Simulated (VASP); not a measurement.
Runs of VASP 6.6.1 on Ga. The structure is that of space group Cmce (No. 64), or close to it. The cells are those of the table. 

```csv
cell,gap on the mesh (eV),pressure (GPa),largest force (eV/Å)
"a = 4.571, b = 4.571, c = 4.601 Å, angles 90.0, 90.0, 118.3°, 4 atoms",none,0.1,0.02
"a = 4.509, b = 4.509, c = 4.539 Å, angles 90.0, 90.0, 118.3°, 4 atoms",none,2.0,(c)
"a = 4.446, b = 4.446, c = 4.475 Å, angles 90.0, 90.0, 118.3°, 4 atoms",none,4.6,(a)
"a = 4.380, b = 4.380, c = 4.409 Å, angles 90.0, 90.0, 118.3°, 4 atoms",none,7.8,(b)
```

Alike in all rows: task single point; level RPBE; potentials or basis VASP PAW PBE potentials, release 64 (Ga_d); no spin polarisation; k mesh 10 × 10 × 9; cutoff (eV) 520; smearing fermi-dirac 0.1 eV.

Question: Estimate the missing entries.

Answer: (a) 0.04; (b) 0.07; (c) 0.01.

Caveats: the PAW data sets were made with another functional, which shifts forces and pressure a little.

A k mesh can miss the band edges, and the runs leave out spin-orbit coupling on Ga.

A gap of «none» marks levels without a gap at the run's occupations.
